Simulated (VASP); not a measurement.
Set up this calculation in VASP 6.6.1, as the native input.

```
Task                   : single point
Functional             : r2SCAN
Potentials or basis    : VASP PAW PBE potentials, release 64 (Tl_d)
Cutoff                 : 520 eV
k mesh                 : 14 × 14 × 14
Occupations            : gaussian, width 0.1 eV
Spin                   : no spin polarisation
Dipole correction      : no
Further INCAR settings : ALGO = Normal; EDIFF = 1e-06; NBANDS = 20
```

Crystal: Tl.

```
Tl
1.0
     3.79866    0.00000    0.00000
     0.00000    3.79866    0.00000
     0.00000    0.00000    3.98663
Tl
2
Cartesian
  0.0000 0.0000 0.0000
  1.8993 1.8993 1.9933
```

This cell differs from its parent crystal: biaxial strain in the a-b plane: -3.0 %.

The input as run:

POSCAR

```
Tl
1.0
    3.7986554340      0.0000000000      0.0000000000
    0.0000000000      3.7986554340      0.0000000000
    0.0000000000      0.0000000000      3.9866301359
Tl
2
Direct
    0.0000000000      0.0000000000      0.0000000000
    0.5000000000      0.5000000000      0.5000000000
```

INCAR.step1

```
SYSTEM = Tl
PREC = Accurate ; ENCUT = 520
ISMEAR = 0 ; SIGMA = 0.1
LREAL = .FALSE. ; LASPH = .TRUE.
NELM = 100 ; NBANDS = 20
GGA = PE ; ALGO = Normal
EDIFF = 1E-4 ; LWAVE = .TRUE.
LCHARG = .FALSE.
```

INCAR.step2

```
SYSTEM = Tl
PREC = Accurate ; ENCUT = 520
EDIFF = 1E-6 ; ISMEAR = 0
SIGMA = 0.1 ; LREAL = .FALSE.
LASPH = .TRUE. ; NELM = 100
ALGO = Normal ; ISIF = 2
LWAVE = .FALSE. ; LCHARG = .FALSE.
METAGGA = R2SCAN ; LMIXTAU = .TRUE.
NBANDS = 20 ; ISTART = 1
```

KPOINTS

```
Automatic mesh
0
G
  14 14 14
  0 0 0
```

Potentials or basis: VASP PAW PBE potentials, release 64 (Tl_d).

Launch:

```sh
$ cat potpaw_PBE.64/Tl_d/POTCAR > POTCAR
$ cp INCAR.step1 INCAR
$ mpirun -np 1 vasp_std > vasp.out
$ cp INCAR.step2 INCAR
$ mpirun -np 1 vasp_std > vasp.out
```

Results of the run:

- Pressure: 1.5 GPa
- Band gap on the k mesh: zero (bands 13 and 14 overlap by 7.11 eV)

Caveat: the cell differs from its parent crystal (biaxial strain in the a-b plane: -3.0 %); the PAW data sets were made with another functional, which shifts forces and pressure a little; spin-orbit coupling is left out, which moves the levels of the heavy elements.

It took 7.5 min on 1 thread of Intel Xeon 8259CL (shared host), peak memory 0.38 GiB.
